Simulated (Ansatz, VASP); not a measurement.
**KNb3O: VASP beside Ansatz**

File INCAR:

```
SYSTEM = KNb3O
  PREC = Accurate
  ENCUT = 600
  EDIFF = 1E-7
  ISMEAR = 0
  SIGMA = 0.1
  LREAL = .FALSE.
  LASPH = .TRUE.
  NELM = 100
  ALGO = Normal
  ISIF = 3
  LWAVE = .FALSE.
  LCHARG = .FALSE.
  GGA = PE
  IBRION = 2
  NSW = 90
  EDIFFG = -0.04
```

The input KPOINTS:

```
regular mesh
0
G
  4 4 4
  0 0 0
```

The input POSCAR:

```
KNb3O
1.0
    4.0653155700      0.0000000000      0.0000000000
    0.0000000000      4.0653155700      0.0000000000
    0.0000000000      0.0000000000      6.9094865600
K Nb O
1 3 1
Direct
    0.5000000000      0.5000000000      0.5000000000
    0.5000000000      0.5000000000      0.0000000000
    0.0000000000      0.0000000000      0.8558533600
    0.0000000000      0.0000000000      0.1441466400
    0.0000000000      0.0000000000      0.5000000000
```

Input for Ansatz:

```yaml
crystal:
  lattice:
    - [4.06531557, 0.0, 0.0]
    - [0.0, 4.06531557, 0.0]
    - [0.0, 0.0, 6.90948656]
  atoms:
    - { symbol: K, position: [0.5, 0.5, 0.5] }
    - { symbol: Nb, position: [0.5, 0.5, 0.0] }
    - { symbol: Nb, position: [0.0, 0.0, 0.85585336] }
    - { symbol: Nb, position: [0.0, 0.0, 0.14414664] }
    - { symbol: O, position: [0.0, 0.0, 0.5] }
basis:
  ecutwfc: 420
kpoints:
  mp_grid: { grid: [4, 4, 4] }
hamiltonian:
  xc: pbe
scf:
  occupations: { method: gaussian, width: 0.1 }
  lower_state_search: "off"
output:
  forces: true
  stress: true
  eigenvalues: true
relax:
  adjacent_minimum: "off"
  f_tol: 0.04
  max_steps: 70
  cell: { stress_tol: 0.4 }
```

Alike in both runs: task relaxation of cell and atoms; functional PBE; k mesh 4 × 4 × 4; occupations gaussian, width 0.1 eV; no spin polarisation.

|  | VASP | Ansatz |
| --- | --- | --- |
| version | VASP 6.6.1 | Ansatz 0.2.0 |
| potentials or method | VASP PAW PBE potentials, release 64 (K_sv, Nb_sv, O), cutoff 600 eV | scalar-relativistic, plane waves, PAW |
| valence electrons in the cell | 54 | 54 |

|  | VASP | Ansatz | Ansatz less VASP |
| --- | --- | --- | --- |
| gap on the k mesh at the Fermi level, each at its own relaxed structure (eV) | none | none | - |
| relaxed volume (Å³/atom) | 17.99 | 18.00 | +0.011 |
| relaxed length of the cell vector where the two differ most in proportion (Å) | 7.154 | 7.155 | +0.0016 |

A gap of «none» marks a metal or a gap that the smearing closes.

The k mesh is coarse, so the values compare programs but aren't converged. Noted on VASP's run: the volume moved by over 15 % at a fixed basis, so the end points are rough.
